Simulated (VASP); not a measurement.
# C (P6_3/mmc) in VASP: a series of runs, part 2 of 2

VASP 6.6.1. Earlier steps stand in the parts before.

## 6. Single point, LDA (mode 21 frozen in at +0.012 Å, strain +e along z and -e/2 along x and y +0.0000)

The COD entry that gives the cell may itself be a prediction, so a difference from it is no test against experiment.

INCAR reads:

```
SYSTEM = C
  ALGO = Normal
  EDIFF = 1E-6
  ENCUT = 520
  ISIF = 2
  ISMEAR = 0
  LASPH = .TRUE.
  LCHARG = .FALSE.
  LREAL = .FALSE.
  LWAVE = .FALSE.
  NBANDS = 26
  NELM = 100
  PREC = Accurate
  SIGMA = 0.05
```

KPOINTS reads:

```
k-points
0
G
  12 12 4
  0 0 0
```

POSCAR reads:

```
C
1.0
    2.4896249417      0.0000000000      0.0000000000
   -1.2448124708      2.1560784454      0.0000000000
    0.0000000000      0.0000000000      8.2142660865
C
8
Direct
    0.0000000000      0.0000000000      0.0943974049
    0.0000000000      0.0000000000      0.5943974049
    0.0000000000      0.0000000000      0.4056025951
    0.0000000000      0.0000000000      0.9056025951
    0.3333333333      0.6666666667      0.1544085368
    0.6666666667      0.3333333333      0.6544085368
    0.3333333333      0.6666666667      0.3455914632
    0.6666666667      0.3333333333      0.8455914632
```

Potentials or basis: VASP PAW LDA potentials, release 64 (C).

Command:

```bash
$ cat potpaw_LDA.64/C/POTCAR > POTCAR
$ mpirun -np 1 vasp_std > vasp.out
```

OUTCAR:

```text
SYSTEM = C
   EDIFF = 1E-6
   ENCUT = 520
   ISIF = 2
   ISMEAR = 0
   LASPH = .TRUE.
   LREAL = .FALSE.
   NELM = 100
   PREC = Accurate

 ion  position               nearest neighbor table
   1  0.000  0.000  0.094-   5 1.52   5 1.52   5 1.52   4 1.55
   2  0.000  0.000  0.594-   6 1.52   6 1.52   6 1.52   3 1.55
   3  0.000  0.000  0.406-   7 1.52   7 1.52   7 1.52   2 1.55
   4  0.000  0.000  0.906-   8 1.52   8 1.52   8 1.52   1 1.55
   5  0.333  0.667  0.154-   1 1.52   1 1.52   1 1.52   7 1.57
   6  0.667  0.333  0.654-   2 1.52   2 1.52   2 1.52   8 1.57
   7  0.333  0.667  0.346-   3 1.52   3 1.52   3 1.52   5 1.57
   8  0.667  0.333  0.846-   4 1.52   4 1.52   4 1.52   6 1.57

  LATTYP: Found a hexagonal cell.
 ALAT       =     2.4896249417
 C/A-ratio  =     3.2993990175

  Lattice vectors:

 A1 = (   2.4896249417,   0.0000000000,   0.0000000000)
 A2 = (  -1.2448124708,   2.1560784454,   0.0000000000)
 A3 = (   0.0000000000,   0.0000000000,   8.2142660865)

Analysis of symmetry for initial positions (statically):
=====================================================================
 Subroutine PRICEL returns:
 Original cell was already a primitive cell.

 Routine SETGRP: Setting up the symmetry group for a
 hexagonal supercell.

 Subroutine GETGRP returns: Found 24 space group operations
 (whereof 12 operations were pure point group operations)
 out of a pool of 24 trial point group operations.

The static configuration has the point symmetry D_3d.
 The point group associated with its full space group is D_6h.

Analysis of symmetry for dynamics (positions and initial velocities):
=====================================================================
 Subroutine PRICEL returns:
 Original cell was already a primitive cell.

 Routine SETGRP: Setting up the symmetry group for a
 hexagonal supercell.

[... 135 lines left out ...]
   IMIX   =      4    mixing-type and parameters
     AMIX     =   0.40;   BMIX     =  1.00
     AMIX_MAG =   1.60;   BMIX_MAG =  1.00
  volume/ion in A,a.u.               =       5.51        37.19
  Fermi-wavevector in a.u.,A,eV,Ry     =   1.471191  2.780148 29.448492  2.164403
  Thomas-Fermi vector in A             =   2.586357
   LORBIT       =      0    0 simple, 1 ext, 2 COOP (PROOUT), +10 PAW based schemes
   GGA     = CA    functional components
   LHFCALC =     F    Hartree Fock is set to
   AEXX    =    0.0000 exact exchange contribution
   IVDW    =     0    specifies the selected vdW correction
   LEPSILON=     F    determine dielectric tensor
   LRPA    =     F    only Hartree local field effects (RPA)
 non-spin polarized calculation
 Gauss-broadening in eV      SIGMA  =   0.05
  energy-cutoff  :      520.00
  volume of cell :       44.09
 maximum number of plane-waves:      1204
 NGX is ok and might be reduce to    20

 number of electron      31.9999998 magnetization

 Free energy of the ion-electron system (eV)
  ---------------------------------------------------
  ext. energy  EPLUGINS =         0.00000000
  ---------------------------------------------------
  free energy    TOTEN  =       -80.87348246 eV

  energy without entropy =      -80.87348246  energy(sigma->0) =      -80.87348246

 E-fermi :  10.6774     XC(G=0): -13.6357

 val. band max:       10.4242126559   @ k =   0.0000   0.0000   0.0000
 cond. band min:      14.8554006396   @ k =   0.4167   0.0000   0.0000
 fundamental gap:      4.4311879837
 Fermi energy:        10.6773960579

 k-point     1 :       0.0000    0.0000    0.0000
  band No.  band energies     occupation
      1     -11.5731      2.00000
      2      -9.8821      2.00000
      3      -9.8098      2.00000
      4      -5.7363      2.00000
      5      -3.4150      2.00000
      6       3.4811      2.00000
[... 685 lines left out ...]
     25      21.1440      0.00000
     26      22.6680      0.00000

 [... further k-points ...]
[... 5 lines left out ...]
  --------------------------------------------------------------------------------------
  -------------------------------------------------------------------------------------
  Total        0.6992758      0.6992758      0.3072966      0.0000000      0.0000000      0.0000000
  in kB       25.4092494     25.4092494     11.1660885      0.0000000      0.0000000      0.0000000
  external PRESSURE =      20.6615291 kB  Pullay stress =       0.0000000 kB

 VOLUME and BASIS-vectors are now :
 -----------------------------------------------------------------------------
  energy-cutoff  :      520.00
  volume of cell :       44.09
      direct lattice vectors                 reciprocal lattice vectors
     2.489624942  0.000000000  0.000000000     0.401666927  0.231902508  0.000000000
    -1.244812471  2.156078445  0.000000000     0.000000000  0.463805017  0.000000000
     0.000000000  0.000000000  8.214266087     0.000000000  0.000000000  0.121739421

 POSITION                                       TOTAL-FORCE (eV/Angst)
 -----------------------------------------------------------------------------------
      0.00000      0.00000      0.77541        -0.000000      0.000000     -0.876543
      0.00000      0.00000      4.88254        -0.000000     -0.000000     -0.876543
      0.00000      0.00000      3.33173        -0.000000      0.000000      0.876543
      0.00000      0.00000      7.43886        -0.000000      0.000000      0.876543
     -0.00000      1.43739      1.26835        -0.000000      0.000000      0.690126
      1.24481      0.71869      5.37549         0.000000      0.000000      0.690126
     -0.00000      1.43739      2.83878        -0.000000     -0.000000     -0.690126
      1.24481      0.71869      6.94591         0.000000     -0.000000     -0.690126
 -----------------------------------------------------------------------------------
    total drift:                               -0.000000      0.000000      0.000000

  FREE ENERGIE OF THE ION-ELECTRON SYSTEM (eV)
  ---------------------------------------------------
  free  energy   TOTEN  =       -80.8734824630 eV

  energy  without entropy=      -80.8734824630  energy(sigma->0) =      -80.87348246
```

OSZICAR:

```text
N       E                     dE             d eps       ncg     rms          rms(c)
DAV:   1     0.566751238182E+02    0.56675E+02   -0.16731E+04  2964   0.120E+03
DAV:   2    -0.791055840997E+02   -0.13578E+03   -0.12724E+03  3970   0.230E+02
DAV:   3    -0.843014416093E+02   -0.51959E+01   -0.51563E+01  4026   0.393E+01
DAV:   4    -0.843476424302E+02   -0.46201E-01   -0.46143E-01  3790   0.424E+00
DAV:   5    -0.843484110656E+02   -0.76864E-03   -0.76825E-03  3996   0.493E-01    0.118E+01
DAV:   6    -0.817698826516E+02    0.25785E+01   -0.17340E+00  3384   0.695E+00    0.686E+00
DAV:   7    -0.808766248500E+02    0.89326E+00   -0.20620E+00  3568   0.773E+00    0.145E+00
DAV:   8    -0.808735283419E+02    0.30965E-02   -0.52474E-02  3814   0.128E+00    0.629E-02
DAV:   9    -0.808734724375E+02    0.55904E-04   -0.55473E-04  3868   0.152E-01    0.309E-02
DAV:  10    -0.808734827336E+02   -0.10296E-04   -0.32098E-05  3724   0.340E-02    0.916E-03
DAV:  11    -0.808734824630E+02    0.27064E-06   -0.22771E-06  3166   0.914E-03
   1 F= -.80873482E+02 E0= -.80873482E+02  d E =-.358380E-15
```

stdout:

```text
POSCAR found type information on POSCAR C
 POSCAR found :  1 types and       8 ions
 scaLAPACK will be used
 LDA part: xc-table for (Slater(with rela. corr.)+CA(PZ))
 , standard interpolation
 POSCAR, INCAR and KPOINTS ok, starting setup
 FFT: planning ... GRIDC
 FFT: planning ... GRID_SOFT
 FFT: planning ... GRID
 WAVECAR not read
 entering main loop
```

Run time: 62 s. Hardware: 1 thread of Intel Xeon Platinum 8259CL at 2.50GHz (Skylake/Cascade Lake), shared host; peak memory 0.16 GiB.

Results:

| Item | Value |
| --- | --- |
| Free energy | -80.8735 eV |
| Pressure | 2.1 GPa |
| Largest force | 0.877 eV/Å |
| Band gap on the k mesh | 4.43 eV, indirect (least direct gap 5.01 eV) |

Forces in eV/Å, atoms in the order of the input:
```
C    0.000  0.000 -0.877
C    0.000  0.000 -0.877
C    0.000  0.000  0.877
C    0.000  0.000  0.877
C    0.000  0.000  0.690
C    0.000  0.000  0.690
C    0.000  0.000 -0.690
C    0.000  0.000 -0.690
```

Stress tensor (GPa, compression positive):
```
2.54 0.00 0.00
0.00 2.54 0.00
0.00 0.00 1.12
```

Caveat: the cell differs from its parent crystal (mode 21 frozen in at +0.012 Å, strain +e along z and -e/2 along x and y +0.0000).

## 7. Overview

| cell | gap on the mesh (eV) | pressure (GPa) | largest force (eV/Å) |
| --- | --- | --- | --- |
| a = 2.519, b = 2.519, c = 8.023 Å, angles 90.0, 90.0, 120.0°, 8 atoms | 3.18 | 2.8 | 2.47 |
| a = 2.461, b = 2.461, c = 8.406 Å, angles 90.0, 90.0, 120.0°, 8 atoms | 3.14 | 2.1 | 3.93 |
| a = 2.490, b = 2.490, c = 8.214 Å, angles 90.0, 90.0, 120.0°, 8 atoms | 4.43 | 2.1 | 0.88 |

Some of these runs hold the atoms at other places in the same cell, which the table doesn't show; runs alike in all that it shows share one row.

Alike in all rows: task single point; level LDA; potentials or basis VASP PAW LDA potentials, release 64 (C); no spin polarisation; k mesh 12 × 12 × 4; cutoff (eV) 520; smearing gaussian 0.05 eV.

Caveats: forces of over 1 eV/Å act on the atoms, so gaps and moduli don't describe the material at rest (some runs).

Absolute energies hang on the potentials; compare differences alone.
